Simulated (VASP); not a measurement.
# AlCl5 (F-43m) in VASP: single point with PBE

Aim: the single point of AlCl5 with PBE.

Program: VASP 6.6.1. These are calculated values, not measurements. Logs are shortened: lines on timing, memory, paths and dates and some standing lists are left out, and cuts for length are marked.

## Step 1: The cell of the first run

It takes space group F-43m (No. 216, cubic). The conventional cell has a = 8.511 Å, b = 8.511 Å, c = 8.511 Å, α = 90.00°, β = 90.00°, γ = 90.00°. Al (site symmetry -43m) has 16 Cl at 3.53 to 3.69 Å within 4.6 Å. Within 4.0 Å of Cl (site symmetry 3m) lie 9 Cl at 3.01 to 3.53 Å and 3 Al at 3.53 Å. Within 4.6 Å of Cl (site symmetry -43m) lie 12 Cl at 3.53 Å and 4 Al at 3.69 Å.

## Step 2: Single point, PBE

INCAR

```
SYSTEM = AlCl5
PREC = Accurate
ENCUT = 520
EDIFF = 1E-6
ISMEAR = 0
SIGMA = 0.1
LREAL = .False.
LASPH = .True.
NELM = 60
ALGO = Normal
ISIF = 2
LWAVE = .False.
LCHARG = .False.
GGA = PE
NBANDS = 28
```

KPOINTS

```
regular mesh
0
Gamma
  4 4 4
  0 0 0
```

POSCAR

```
AlCl5
1.0
    0.0000000000      4.2555447400      4.2555447400
    4.2555447400      0.0000000000      4.2555447400
    4.2555447400      4.2555447400      0.0000000000
Al Cl
1 5
Direct
    0.0000000000      0.0000000000      0.0000000000
    0.1250000000      0.6250000000      0.6250000000
    0.6250000000      0.6250000000      0.6250000000
    0.6250000000      0.1250000000      0.6250000000
    0.6250000000      0.6250000000      0.1250000000
    0.2500000000      0.2500000000      0.2500000000
```

Potentials or basis: VASP PAW PBE potentials, release 64 (Al, Cl).

Started as:

```console
> cat potpaw_PBE.64/Al/POTCAR potpaw_PBE.64/Cl/POTCAR > POTCAR
> mpirun -np 1 vasp_std > vasp.out
```

OUTCAR:

```text
SYSTEM = AlCl5
   PREC = Accurate
   ENCUT = 520
   EDIFF = 1E-6
   ISMEAR = 0
   LREAL = .False.
   LASPH = .True.
   NELM = 60
   ISIF = 2
   GGA = PE

 ion  position               nearest neighbor table
   1  0.000  0.000  0.000-
   2  0.125  0.625  0.625-
   3  0.625  0.625  0.625-
   4  0.625  0.125  0.625-
   5  0.625  0.625  0.125-
   6  0.250  0.250  0.250-

  LATTYP: Found a face centered cubic cell.
 ALAT       =     8.5110894800

  Lattice vectors:

 A1 = (   0.0000000000,   4.2555447400,   4.2555447400)
 A2 = (   4.2555447400,   0.0000000000,   4.2555447400)
 A3 = (   4.2555447400,   4.2555447400,   0.0000000000)

Analysis of symmetry for initial positions (statically):
=====================================================================
 Subroutine PRICEL returns:
 Original cell was already a primitive cell.

 Routine SETGRP: Setting up the symmetry group for a
 face centered cubic supercell.

 Subroutine GETGRP returns: Found 24 space group operations
 (whereof 24 operations were pure point group operations)
 out of a pool of 48 trial point group operations.

The static configuration has the point symmetry T_d .

Analysis of symmetry for dynamics (positions and initial velocities):
=====================================================================
 Subroutine PRICEL returns:
 Original cell was already a primitive cell.

 Routine SETGRP: Setting up the symmetry group for a
 face centered cubic supercell.

 Subroutine GETGRP returns: Found 24 space group operations
 (whereof 24 operations were pure point group operations)
 out of a pool of 48 trial point group operations.

The dynamic configuration has the point symmetry T_d .

 Subroutine INISYM returns: Found 24 space group operations
 (whereof 24 operations are pure point group operations),
 and found     1 'primitive' translations

----------------------------------------------------------------------------------------

                                     Primitive cell

  volume of cell :     154.1329

  direct lattice vectors                    reciprocal lattice vectors
     0.000000000  4.255544740  4.255544740    -0.117493771  0.117493771  0.117493771
[... 76 lines left out ...]
   NELM   =     60;   NELMIN=  2; NELMDL= -5     # of ELM steps
   EDIFF  = 0.1E-05   stopping-criterion for ELM
   LREAL  =      F    real-space projection
   EDIFFG = 0.1E-04   stopping-criterion for IOM
   NSW    =      0    number of steps for IOM
   IBRION =     -1    ionic relax: 0-MD 1-quasi-New 2-CG
   NFREE  =      0    steps in history (QN), initial steepest desc. (CG)
   ISIF   =      2    stress and relaxation
   ISYM   =      2    0-nonsym 1-usesym 2-fastsym
   POTIM  = 0.5000    time-step for ionic-motion
   TEBEG  =    0.0;   TEEND  =   0.0 temperature during run
   PSTRESS=    0.0 pullay stress
   NELECT =      38.0000    total number of electrons
   NUPDOWN=      -1.0000    fix difference up-down
   EMIN   =  10.00;   EMAX   =-10.00  energy-range for DOS
   EFERMI =   0.00;   METHOD = LEGACY
   ISMEAR =     0;   SIGMA  =   0.10  broadening in eV -4-tet -1-fermi 0-gaus
   EFERMI_NEDOS =   21; number of points for ismear=-14 and -15
   IALGO  =     38    algorithm
   IMIX   =      4    mixing-type and parameters
     AMIX     =   0.40;   BMIX     =  1.00
     AMIX_MAG =   1.60;   BMIX_MAG =  1.00
  volume/ion in A,a.u.               =      25.69       173.36
  Fermi-wavevector in a.u.,A,eV,Ry     =   1.026528  1.939857 14.337276  1.053760
  Thomas-Fermi vector in A             =   2.160426
   LORBIT       =      0    0 simple, 1 ext, 2 COOP (PROOUT), +10 PAW based schemes
   GGA     = PE    functional components
   LHFCALC =     F    Hartree Fock is set to
   AEXX    =    0.0000 exact exchange contribution
   IVDW    =     0    specifies the selected vdW correction
   LEPSILON=     F    determine dielectric tensor
   LRPA    =     F    only Hartree local field effects (RPA)
 non-spin polarized calculation
 Gauss-broadening in eV      SIGMA  =   0.10
  energy-cutoff  :      520.00
  volume of cell :      154.13
 maximum number of plane-waves:      4184
 NGX is ok and might be reduce to    48
   NGX = 23   NGY = 23   NGZ = 23

 number of electron      37.9999991 magnetization

 Free energy of the ion-electron system (eV)
  ---------------------------------------------------
  ext. energy  EPLUGINS =         0.00000000
  ---------------------------------------------------
  free energy    TOTEN  =        -9.74311161 eV

  energy without entropy =       -9.68672343  energy(sigma->0) =       -9.71491752

 E-fermi :   0.6494     XC(G=0):  -8.5922

 val. band max:        0.6003280146   @ k =  -0.2500   0.5000   0.2500
 cond. band min:       0.6812188493   @ k =   0.5000   0.2500   0.0000
 fundamental gap:      0.0808908347
 Fermi energy:         0.6494065423

 k-point     1 :       0.0000    0.0000    0.0000
  band No.  band energies     occupation
      1     -14.1470      2.00000
      2     -12.6438      2.00000
      3     -12.6438      2.00000
      4     -12.6438      2.00000
      5     -11.8526      2.00000
      6      -4.1515      2.00000
[... 237 lines left out ...]
     27      10.2538      0.00000
     28      10.4124      0.00000

------------------------ aborting loop because EDIFF is reached ----------------------------------------

  FORCE on cell =-STRESS in cart. coord.  units (eV):
  Direction    XX          YY          ZZ          XY          YZ          ZX
  --------------------------------------------------------------------------------------
  -------------------------------------------------------------------------------------
  Total       -1.9618761     -1.9618761     -1.9618761     -0.0000000      0.0000000     -0.0000000
  in kB      -20.3932615    -20.3932615    -20.3932615     -0.0000000      0.0000000     -0.0000000
  external PRESSURE =     -20.3932615 kB  Pullay stress =       0.0000000 kB

 VOLUME and BASIS-vectors are now :
 -----------------------------------------------------------------------------
  energy-cutoff  :      520.00
  volume of cell :      154.13
      direct lattice vectors                 reciprocal lattice vectors
     0.000000000  4.255544740  4.255544740    -0.117493771  0.117493771  0.117493771
     4.255544740  0.000000000  4.255544740     0.117493771 -0.117493771  0.117493771
     4.255544740  4.255544740  0.000000000     0.117493771  0.117493771 -0.117493771

 POSITION                                       TOTAL-FORCE (eV/Angst)
 -----------------------------------------------------------------------------------
      0.00000      0.00000      0.00000        -0.000000     -0.000000     -0.000000
      5.31943      3.19166      3.19166        -0.037459      0.037459      0.037459
      5.31943      5.31943      5.31943        -0.037459     -0.037459     -0.037459
      3.19166      5.31943      3.19166         0.037459     -0.037459      0.037459
      3.19166      3.19166      5.31943         0.037459      0.037459     -0.037459
      2.12777      2.12777      2.12777        -0.000000     -0.000000     -0.000000
 -----------------------------------------------------------------------------------
    total drift:                               -0.000000     -0.000000      0.000000

  FREE ENERGIE OF THE ION-ELECTRON SYSTEM (eV)
  ---------------------------------------------------
  free  energy   TOTEN  =        -9.7431116094 eV

  energy  without entropy=       -9.6867234275  energy(sigma->0) =       -9.71491752
```

Run time: 33 s. Hardware: 1 thread of Intel Xeon 6975P-C, shared host; peak memory 0.31 GiB.

What came out:

```
Free energy            : -9.7431 eV
Pressure               : -2.0 GPa
Band gap on the k mesh : zero (band 19 reaches 1.08 eV, above the bottom of band 20 at 0.56 eV)
```
